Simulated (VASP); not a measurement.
Wanted: the native input for a VASP 6.6.1 run.

```yaml
Task: single point
Functional: PBE
Potentials_or_basis: VASP PAW PBE potentials, release 64 (Hf_pv, Te, Mo_sv)
Cutoff: 500 eV
k_mesh: 3 × 3 × 3
Occupations: gaussian, width 0.2 eV
Spin: no spin polarisation
Dipole_correction: no
Further_INCAR_settings: ALGO = Normal; EDIFF = 1e-06; NBANDS = 36
```

The structure of HfTe5Mo lies in POSCAR:

```
HfTe5Mo
1.0
    0.0000000000      5.3015507201      5.3015507201
    5.3015507201      0.0000000000      5.3015507201
    5.3015507201      5.3015507201      0.0000000000
Hf Te Mo
1 5 1
Direct
    0.7500000000      0.7500000000      0.7500000000
    0.3967484162      0.3967484162      0.3967484162
    0.3967484162      0.3967484162      0.8097547515
    0.3967484162      0.8097547515      0.3967484162
    0.8097547515      0.3967484162      0.3967484162
    0.2500000000      0.2500000000      0.2500000000
    0.0000000000      0.0000000000      0.0000000000
```

These files were run (other wordings do the same):

INCAR

```
SYSTEM = HfTe5Mo
ALGO     = Normal         ! electronic algorithm
EDIFF    = 1E-6           ! SCF threshold, eV
ENCUT    = 500            ! plane-wave cutoff, eV
GGA      = PE             ! functional
GGA_COMPAT= .FALSE.      
ISIF     = 2              ! what is computed and relaxed
ISMEAR   = 0              ! smearing method
LASPH    = .TRUE.         ! aspherical terms in the spheres
LCHARG   = .TRUE.         ! write CHGCAR
LELF     = .TRUE.         ! ELF
LREAL    = .FALSE.        ! projectors in reciprocal space
LVHAR    = .TRUE.       
LWAVE    = .FALSE.        ! write WAVECAR
NBANDS   = 36             ! bands
NELM     = 120            ! most SCF steps
PREC     = Accurate       ! precision mode
SIGMA    = 0.2            ! smearing width, eV
```

KPOINTS

```
k-points
0
G
  3 3 3
  0 0 0
```

Potentials or basis: VASP PAW PBE potentials, release 64 (Hf_pv, Te, Mo_sv).

Command:

```bash
$ cat potpaw_PBE.64/Hf_pv/POTCAR potpaw_PBE.64/Te/POTCAR potpaw_PBE.64/Mo_sv/POTCAR > POTCAR
$ mpirun -np 1 vasp_std > vasp.out
```

Results of the run:

The pressure is 0.8 GPa, the largest force is 0.132 eV/Å and the band gap on the k mesh is zero (band 27 reaches 3.59 eV, above the bottom of band 28 at 3.43 eV).

Caveat: spin-orbit coupling is left out, which moves the levels of the heavy elements.

Wall time 77 s on 1 thread of Intel(R) Xeon(R) 6975P-C (Granite Rapids), on a shared host, peak memory 0.45 GiB.
